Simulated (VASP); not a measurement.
Here is a VASP 6.6.1 calculation.

Contents of INCAR:

```
ALGO = Normal
EDIFF = 1E-6
EDIFFG = -5E-4
ENCUT = 520
GGA = PS
IBRION = 2
ISIF = 2
ISMEAR = 0
LASPH = T
LCHARG = F
LREAL = F
LWAVE = F
NELM = 80
NSW = 80
PREC = Accurate
SIGMA = 0.01
```

The input KPOINTS:

```
k-points
0
Gamma
  12 12 1
```

POSCAR

```
MoS2
1.0
    3.2033325532      0.0000000000      0.0000000000
   -1.6016662766      2.7741673679      0.0000000000
    0.0000000000      0.0000000000     18.1200000000
S Mo
2 1
Direct
    0.3333333333      0.6666666667      0.4139963042
    0.3333333333      0.6666666667      0.5860036958
    0.6666666667      0.3333333333      0.5000000000
```

Potentials or basis: VASP PAW PBE potentials, release 64 (S, Mo_sv).

The run is started by

```console
$ cat potpaw_PBE.64/S/POTCAR potpaw_PBE.64/Mo_sv/POTCAR > POTCAR
$ mpirun -np 1 vasp_std > vasp.out
```

Problem. Estimate the band gap on the k mesh.

Solution. 1.40 eV (least direct gap 1.58 eV).

Problem. What does it give for the energy gained by relaxing?

Solution. 2.8 meV/atom.

Final structure:
```xyz
3
Lattice="3.2033 0.0000 0.0000 -1.6017 2.7742 0.0000 0.0000 0.0000 18.1200" Properties=species:S:1:pos:R:3 pbc="T T T"
S     0.0000    1.8494    7.5226
S     0.0000    1.8494   10.5974
Mo    1.6017    0.9247    9.0600
```
